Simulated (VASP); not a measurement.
A run of VASP 6.6.1:

File POSCAR:

```
HfN
1.0
    3.4716430000      0.0000000000      0.0000000000
    1.7358215000      3.0065310309      0.0000000000
    1.7358215000      1.0021770103      2.8345846397
Hf N
1 1
Direct
    0.0000000000      0.0000000000      0.0000000000
    0.7500000000      0.7500000000      0.7500000000
```

INCAR.step1

```
ALGO = Normal ; EDIFF = 1E-4
ENCUT = 600 ; GGA = PE
ISMEAR = 1 ; LASPH = True
LCHARG = False ; LREAL = False
LWAVE = True ; NELM = 80
PREC = Accurate ; SIGMA = 0.05
```

Contents of INCAR.step2:

```
ALGO = Normal ; EDIFF = 1E-6
EDIFFG = -0.02 ; ENCUT = 600
IBRION = 2 ; ISIF = 3
ISMEAR = 1 ; ISTART = 1
LASPH = True ; LCHARG = False
LMIXTAU = True ; LREAL = False
LWAVE = False ; METAGGA = R2SCAN
NELM = 80 ; NSW = 80
PREC = Accurate ; PSTRESS = 400.0
SIGMA = 0.05
```

KPOINTS

```
k-points
0
Gamma
  6 6 6
```

Potentials or basis: VASP PAW PBE potentials, release 64 (Hf_pv, N).

Command:

```console
$ cat potpaw_PBE.64/Hf_pv/POTCAR potpaw_PBE.64/N/POTCAR > POTCAR
$ cp INCAR.step1 INCAR
$ mpirun -np 1 vasp_std > vasp.out
$ cp INCAR.step2 INCAR
$ mpirun -np 1 vasp_std > vasp.out
```

Hardware: 1 thread of AMD EPYC 7R13 (shared host).

Problem. How long does it take, and how much memory?

Solution. It took 2.4 min on 1 thread of AMD EPYC 7R13, on a shared host, peak memory 0.18 GiB. Counts: k points 16, ion steps 5.
